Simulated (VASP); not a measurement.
Runs of VASP 6.6.1 on HfZn. The structure is that of space group Pm-3m (No. 221), or close to it. The cells are those of the table. 

```csv
task,cell,cutoff (eV),gap on the mesh (eV),pressure (GPa)
relaxation of cell and atoms,"relaxed to 2 GPa from a = 3.275 Å, 2 atoms",600,none,2.0
single point,"a = 3.237 Å, 2 atoms",520,none,(a)
relaxation of cell and atoms,"relaxed to 5 GPa from a = 3.275 Å, 2 atoms",600,none,4.9
relaxation of cell and atoms,"relaxed to -2 GPa from a = 3.275 Å, 2 atoms",600,none,-2.1
single point,"a = 3.185 Å, 2 atoms",520,none,5.3
single point,"a = 3.221 Å, 2 atoms",520,none,0.2
single point,"a = 3.153 Å, 2 atoms",520,none,10.4
relaxation of cell and atoms,"relaxed from a = 3.275 Å, 2 atoms",600,none,-0.1
```

Alike in all rows: level LDA; potentials or basis VASP PAW LDA potentials, release 64 (Hf_pv, Zn); no spin polarisation; k mesh 8 × 8 × 8; smearing fermi-dirac 0.1 eV.

Q: Estimate the missing entries.

A: (a) -1.7.

Caveats: spin-orbit coupling is left out, which moves the levels of the heavy elements; the cell is relaxed towards a set pressure, so the enthalpy falls and the energy may rise (some runs).

A k mesh can miss the band edges, and the runs leave out spin-orbit coupling on Hf.

A gap of «none» marks levels without a gap at the run's occupations.
